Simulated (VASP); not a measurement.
The system is Li.

```
CELL_PARAMETERS angstrom
-1.74500 1.74500 1.74500
1.74500 -1.74500 1.74500
1.74500 1.74500 -1.74500
ATOMIC_POSITIONS crystal
Li 0.00000 0.00000 0.00000
```

* Program: VASP 6.6.1
* Task: relaxation of cell and atoms
* Functional: PBE
* Potentials or basis: VASP PAW PBE potentials, release 64 (Li_sv)
* Cutoff: 600 eV
* k mesh: 22 × 22 × 22
* Occupations: methfessel-paxton, width 0.1 eV
* Spin: no spin polarisation

At the start: pressure -0.7 GPa; volume 21.25 Å³/atom.

**Question.** Where does the relaxation end?

**Answer.** Over 5 steps the energy falls by 2.8 meV/atom and the volume is 20.06 Å³/atom (-5.6 %); space group Im-3m (No. 229, to 0.1 Å) before and after.

The path:
```tsv
step	energy change (eV)	largest force (eV/Å)	pressure (GPa)	volume (Å³)
1	0.0000	0.0000	-0.71	21.25
2	-0.0012	0.0000	-0.56	20.96
3	-0.0026	0.0000	-0.20	20.36
4	-0.0012	0.0000	0.64	19.20
5	-0.0028	0.0000	-0.02	20.06
```

Final structure:
```
CELL_PARAMETERS angstrom
-1.71182 1.71182 1.71182
1.71182 -1.71182 1.71182
1.71182 1.71182 -1.71182
ATOMIC_POSITIONS crystal
Li 0.00000 0.00000 0.00000
```

Caveat: the cutoff is under 1.25 times the usual one of these potentials, so pressure, stress and relaxed cells hold a basis-set (Pulay) error.
